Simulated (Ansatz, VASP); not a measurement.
**SnO in VASP and in Ansatz**

File POSCAR:

```
SnO
1.0
    3.8884925471      0.0000000000      0.0000000000
    0.0000000000      3.8884925471      0.0000000000
    0.0000000000      0.0000000000      4.9827594627
Sn O
2 2
Direct
    0.5000000000      0.0000000000      0.7646261400
    0.0000000000      0.5000000000      0.2353738600
    0.0000000000      0.0000000000      0.0000000000
    0.5000000000      0.5000000000      0.0000000000
```

File INCAR.step1:

```
PREC = Accurate ; ENCUT = 520
ISMEAR = -1 ; SIGMA = 0.05
LREAL = False ; LASPH = True
NELM = 60 ; NBANDS = 28
GGA = PE ; ALGO = Normal
EDIFF = 1E-4 ; LWAVE = True
LCHARG = False
```

INCAR.step2

```
PREC = Accurate ; ENCUT = 520
EDIFF = 1E-6 ; ISMEAR = -1
SIGMA = 0.05 ; LREAL = False
LASPH = True ; NELM = 60
ALGO = Normal ; ISIF = 2
LWAVE = False ; LCHARG = False
METAGGA = R2SCAN ; LMIXTAU = True
IVDW = 12 ; VDW_S6 = 1.0
VDW_S8 = 0.78981345 ; VDW_A1 = 0.49484001
VDW_A2 = 5.73083694 ; NBANDS = 28
ISTART = 1
```

KPOINTS

```
regular mesh
0
Gamma
  7 7 6
```

The input input.yaml:

```yaml
crystal:
  lattice:
    - [3.8884925471, 0.0, 0.0]
    - [0.0, 3.8884925471, 0.0]
    - [0.0, 0.0, 4.9827594627]
  atoms:
    - { symbol: Sn, position: [0.5, 0.0, 0.76462614] }
    - { symbol: Sn, position: [0.0, 0.5, 0.23537386] }
    - { symbol: O, position: [0.0, 0.0, 0.0] }
    - { symbol: O, position: [0.5, 0.5, 0.0] }
hamiltonian:
  xc: r2scan
  pseudopotentials: { kind: paw }
  dispersion: d3bj
kpoints:
  mp_grid: { grid: [7, 7, 6] }
scf:
  occupations: { method: fermi_dirac, width: 0.05 }
output:
  forces: true
  stress: true
  eigenvalues: true
  write_density: true
  write_potential: true
  elf: true
  volumetric_format: npy
```

Alike in both runs: task single point; functional r2SCAN; dispersion D3(BJ); k mesh 7 × 7 × 6; occupations fermi-dirac, width 0.05 eV; no spin polarisation.

|  | VASP | Ansatz |
| --- | --- | --- |
| version | VASP 6.6.1 | Ansatz 0.2.0 |
| potentials or method | VASP PAW PBE potentials, release 64 (Sn_d, O) | Ansatz PAW |
| plane-wave cutoff (eV) | 520 | 500 |
| valence electrons in the cell | 40 | 40 |

VASP gave:

| Property | Result |
| --- | --- |
| gap on the k mesh at the Fermi level (eV) | 0.73 |
| least direct gap on the mesh (eV) | 2.31 |
| pressure (GPa) | -5.8 |
| traceless stress, the component that is largest in VASP (GPa) | 0.90 |
| rms of the force components (eV/Å) | 0.309 |

Question: Estimate Ansatz's values.

Answer: gap on the k mesh at the Fermi level (eV): 0.73; least direct gap on the mesh (eV): 2.34; pressure (GPa): -6.3; traceless stress, the component that is largest in VASP (GPa): 0.95; rms of the force components (eV/Å): 0.359.

VASP's potentials were made for PBE, not for r2SCAN. Atom by atom the forces differ by 0.049 eV/Å (rms over components).

Noted on Ansatz's run: odd divisions of the mesh miss points on the zone boundary, where band edges often lie, so the gap on the mesh can be too wide.
